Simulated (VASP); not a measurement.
Here is a VASP 6.6.1 calculation.

INCAR

```
SYSTEM = BN
ALGO = Normal
EDIFF = 1E-6
ENCUT = 600
GGA = PS
GGA_COMPAT = .FALSE.
ISIF = 2
ISMEAR = 0
LASPH = .TRUE.
LCHARG = .TRUE.
LELF = .TRUE.
LREAL = .FALSE.
LVHAR = .TRUE.
LWAVE = .FALSE.
NBANDS = 11
NELM = 120
PREC = Accurate
SIGMA = 0.01
```

KPOINTS

```
k-points
0
G
  10 10 10
  0 0 0
```

POSCAR

```
BN
1.0
    0.0000000000      1.8075000000      1.8075000000
    1.8075000000      0.0000000000      1.8075000000
    1.8075000000      1.8075000000      0.0000000000
B N
1 1
Direct
    0.0000000000      0.0000000000      0.0000000000
    0.7500000000      0.7500000000      0.7500000000
```

Potentials or basis: VASP PAW PBE potentials, release 64 (B, N).

Run with:

```console
$ cat potpaw_PBE.64/B/POTCAR potpaw_PBE.64/N/POTCAR > POTCAR
$ mpirun -np 1 vasp_std > vasp.out
```

Task: Predict the pressure.

Result: -2.6 GPa.

Task: What does it give for the band gap on the k mesh?

Result: 4.28 eV (least direct gap 8.76 eV).

Caveat: the PAW data sets were made with another functional, which shifts forces and pressure a little. A k mesh can miss the band edges.
